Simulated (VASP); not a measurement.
Set up this calculation in VASP 6.6.1, as the native input.

```
Task                   : single point
Functional             : PBE
Potentials or basis    : VASP PAW PBE potentials, release 64 (La, Zr_sv, O)
Cutoff                 : 520 eV
k mesh                 : 12 × 12 × 6
Occupations            : gaussian, width 0.1 eV
Spin                   : no spin polarisation
Dipole correction      : no
Further INCAR settings : ALGO = Normal; EDIFF = 1e-06; NBANDS = 41
```

The structure of La2Zr3O lies in POSCAR:

```
La2Zr3O
1.0
    5.4464519884      0.0000000000      0.0000000000
   -2.7232259942      4.7167657824      0.0000000000
    0.0000000000      0.0000000000      6.2691014658
La Zr O
2 3 1
Direct
    0.3333333333      0.6666666667      0.0000000000
    0.6666666667      0.3333333333      0.0000000000
    0.5000000000      0.0000000000      0.5000000000
    0.5000000000      0.5000000000      0.5000000000
    0.0000000000      0.5000000000      0.5000000000
    0.0000000000      0.0000000000      0.0000000000
```

The cell was built from a structure type or drawn by symmetry, and may not be a known phase.

The input as run:

INCAR

```
SYSTEM = La2Zr3O
  PREC = Accurate
  ENCUT = 520
  EDIFF = 1E-6
  ISMEAR = 0
  SIGMA = 0.1
  LREAL = .FALSE.
  LASPH = .TRUE.
  NELM = 100
  ALGO = Normal
  ISIF = 2
  LWAVE = .FALSE.
  LCHARG = .FALSE.
  GGA = PE
  NBANDS = 41
```

KPOINTS

```
regular mesh
0
G
  12 12 6
  0 0 0
```

Potentials or basis: VASP PAW PBE potentials, release 64 (La, Zr_sv, O).

The run is started by

```console
$ cat potpaw_PBE.64/La/POTCAR potpaw_PBE.64/Zr_sv/POTCAR potpaw_PBE.64/O/POTCAR > POTCAR
$ mpirun -np 1 vasp_std > vasp.out
```

It gave:

The pressure is 0.0 GPa. The band gap on the k mesh is zero (bands 32 and 33 overlap by 0.44 eV).

Caveat: spin-orbit coupling is left out, which moves the levels of the heavy elements.

It took 6.4 min on 1 thread of Intel(R) Xeon(R) 6975P-C (Granite Rapids), with other jobs on the host, peak memory 0.61 GiB.
